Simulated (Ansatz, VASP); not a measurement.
Two plane-wave programs on CuSn3

```
Cu Sn
1.0
     0.00000    3.62811    3.62811
     3.62811    0.00000    3.62811
     3.62811    3.62811    0.00000
Cu Sn
1 3
Cartesian
  0.0000 0.0000 0.0000
  3.6281 3.6281 3.6281
  1.8141 1.8141 1.8141
  5.4422 5.4422 5.4422
```

Alike in both runs: functional PBE; k mesh 4 × 4 × 4; occupations gaussian, width 0.1 eV; no spin polarisation.

Ansatz relaxed the structure, and its values are those at the end. VASP's run is a single point on that final structure, the one shown.

```csv
,VASP,Ansatz
version,VASP 6.6.1,Ansatz 0.2.0
potentials or method,"VASP PAW PBE potentials, release 64 (Cu, Sn_d), cutoff 520 eV","scalar-relativistic, plane waves, PAW"
valence electrons in the cell,53,61
```

```tsv
	VASP	Ansatz	Ansatz less VASP
gap on the k mesh at the Fermi level (eV)	none	none	-
pressure (GPa)	-0.2	-0.1	+0.11
```

A gap of «none» marks a metal or a gap that the smearing closes. VASP's potentials hold 53 valence electrons a cell and Ansatz's 61, so a difference there can come from the potentials and not from the codes.

The k mesh is coarse, so the values compare programs but aren't converged.
